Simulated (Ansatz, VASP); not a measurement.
# One calculation of CO2, two programs

```
C O
1.0
     3.81470    0.00000    0.00000
     0.00000    3.81470    0.00000
     0.00000    0.00000    2.47748
C O
2 4
Cartesian
  0.0000 0.0000 0.0000
  1.9074 1.9074 1.2387
  1.1675 1.1675 0.0000
  0.7399 3.0748 1.2387
  2.6473 2.6473 0.0000
  3.0748 0.7399 1.2387
```

Alike in both runs: task single point; functional PBE; k mesh 5 × 5 × 7; no spin polarisation.

```csv
,VASP,Ansatz
version,VASP 6.6.1,Ansatz 0.2.0
potentials or method,"VASP PAW PBE potentials, release 64 (C, O), cutoff 600 eV",PAW plane waves
occupations,"fermi-dirac, width 0.1 eV",fermi-dirac
valence electrons in the cell,32,32
```

|  | VASP | Ansatz | Ansatz less VASP |
| --- | --- | --- | --- |
| pressure (GPa) | 3.6 | 3.9 | +0.29 |
| traceless stress, the component that is largest in VASP (GPa) | -26.77 | -27.34 | -0.576 |
| rms of the force components (eV/Å) | 0.468 | 0.477 | +0.0090 |

Atom by atom the forces differ by 0.009 eV/Å (rms over components).

The k mesh is coarse, so the values compare programs but aren't converged.
